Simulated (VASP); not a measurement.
## ZnBF5: single point with r2SCAN+rVV10

Crystal: ZnBF5.

```
CELL_PARAMETERS angstrom
3.10012 0.00000 0.00000
0.00000 3.10012 0.00000
0.00000 0.00000 5.89295
ATOMIC_POSITIONS crystal
Zn 0.50000 0.50000 0.00000
B 0.00000 0.00000 0.50000
F 0.00000 0.50000 0.32258
F 0.00000 0.50000 0.67742
F 0.50000 0.00000 0.32258
F 0.50000 0.00000 0.67742
F 0.00000 0.00000 0.00000
```

```json
{
 "Program": "VASP 6.6.1",
 "Task": "single point",
 "Functional": "r2SCAN",
 "Dispersion": "rVV10",
 "Potentials or basis": "VASP PAW PBE potentials, release 64 (Zn, B, F)",
 "Cutoff": "520 eV",
 "k mesh": "10 × 10 × 6",
 "Occupations": "fermi-dirac, width 0.03 eV",
 "Spin": "no spin polarisation",
 "Dipole correction": "no",
 "Further INCAR settings": "ALGO = Normal; EDIFF = 1e-06; NBANDS = 34"
}
```

The pressure is 0.0 GPa. The band gap on the k mesh is 1.82 eV (least direct gap 2.62 eV).

Forces in eV/Å, atoms in the order of the input:
```
Zn   0.000  0.000  0.000
B    0.000  0.000  0.000
F    0.000  0.000 -0.002
F    0.000  0.000  0.002
F    0.000  0.000 -0.002
F    0.000  0.000  0.002
F    0.000  0.000  0.000
```

Stress tensor (GPa, compression positive):
```
 0.15  0.00  0.00
 0.00  0.15  0.00
 0.00  0.00 -0.27
```

Levels at points of the mesh, in eV from the valence-band top:
```tsv
k point	band 23	band 24	band 25	band 26	band 27	band 28
(0.00, 0.00, 0.00)	-1.23	-0.80	-0.80	1.82	4.34	6.42
(0.50, 0.00, 0.00)	-2.20	-2.08	-1.10	5.73	6.57	8.81
(0.50, 0.50, 0.00)	-0.68	-0.33	-0.01	4.71	5.61	8.70
(0.00, 0.00, 0.50)	-1.17	-0.84	-0.84	3.50	3.60	6.29
(0.50, 0.00, 0.50)	-2.14	-2.10	-1.30	5.81	6.78	8.95
(0.50, 0.50, 0.50)	-0.68	-0.34	0.00	5.04	5.80	8.81
```

Wall time 6 min on 1 thread of Intel(R) Xeon(R) Platinum 8259CL CPU @ 2.50GHz (Skylake/Cascade Lake), on a shared host, peak memory 0.38 GiB.

Caveat: the PAW data sets were made with another functional, which shifts forces and pressure a little. A k mesh can miss the band edges.
